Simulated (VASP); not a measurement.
Wanted: the native input for a VASP 6.6.1 run.

```yaml
Task: single point
Functional: PBEsol
Potentials_or_basis: VASP PAW PBE potentials, release 64 (Sr_sv, O)
Cutoff: 520 eV
k_mesh: 7 × 7 × 7
Occupations: fermi-dirac, width 0.05 eV
Spin: no spin polarisation
Dipole_correction: no
Further_INCAR_settings: ALGO = Normal; EDIFF = 1e-07; NBANDS = 15
```

The structure of SrO lies in POSCAR:

```
SrO
1.0
    0.0000000000      2.5663000000      2.5663000000
    2.5663000000      0.0000000000      2.5663000000
    2.5663000000      2.5663000000      0.0000000000
Sr O
1 1
Direct
    0.5138796708      0.5078839388      0.4963410757
    0.0130713292      0.0070420612     -0.0028470757
```

This cell differs from its parent crystal: atoms moved at random.

The input as run:

INCAR

```
ALGO = Normal
EDIFF = 1E-7
ENCUT = 520
GGA = PS
ISIF = 2
ISMEAR = -1
LASPH = True
LCHARG = False
LREAL = False
LWAVE = False
NBANDS = 15
NELM = 100
PREC = Accurate
SIGMA = 0.05
```

KPOINTS

```
k-points
0
Gamma
  7 7 7
```

Potentials or basis: VASP PAW PBE potentials, release 64 (Sr_sv, O).

Launch:

```bash
$ cat potpaw_PBE.64/Sr_sv/POTCAR potpaw_PBE.64/O/POTCAR > POTCAR
$ mpirun -np 1 vasp_std > vasp.out
```

It gave:

The pressure is 0.1 GPa, the largest force is 0.009 eV/Å and the band gap on the k mesh is 3.25 eV (least direct gap 3.35 eV).

Caveat: the cell differs from its parent crystal (atoms moved at random); the PAW data sets were made with another functional, which shifts forces and pressure a little; an odd mesh through Γ misses points on the zone boundary, where band edges can lie.

Wall time 94 s on 1 thread of Intel Xeon 8259CL (shared host), peak memory 0.19 GiB.
